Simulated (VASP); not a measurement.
Input of a VASP 6.6.1 run:

The input INCAR:

```
SYSTEM = YN
PREC = Accurate
ENCUT = 600
EDIFF = 1E-6
ISMEAR = -1
SIGMA = 0.0272
LREAL = .False.
LASPH = .True.
NELM = 120
ALGO = Normal
ISIF = 2
LWAVE = .False.
LCHARG = .False.
NBANDS = 15
GGA_COMPAT = .False.
```

KPOINTS

```
regular mesh
0
Gamma
  8 8 8
  0 0 0
```

POSCAR

```
YN
1.0
    0.0000000000      2.4385000000      2.4385000000
    2.4385000000      0.0000000000      2.4385000000
    2.4385000000      2.4385000000      0.0000000000
Y N
1 1
Direct
    0.0000000000      0.0000000000      0.0000000000
    0.5000000000      0.5000000000      0.5000000000
```

Potentials or basis: VASP PAW LDA potentials, release 64 (Y_sv, N).

Launch:

```sh
$ cat potpaw_LDA.64/Y_sv/POTCAR potpaw_LDA.64/N/POTCAR > POTCAR
$ mpirun -np 1 vasp_std > vasp.out
```

Q: Estimate the band gap on the k mesh.

A: 0.07 eV, indirect (least direct gap 0.45 eV).

Q: What does it give for the pressure?

A: -5.8 GPa.

A k mesh can miss the band edges.
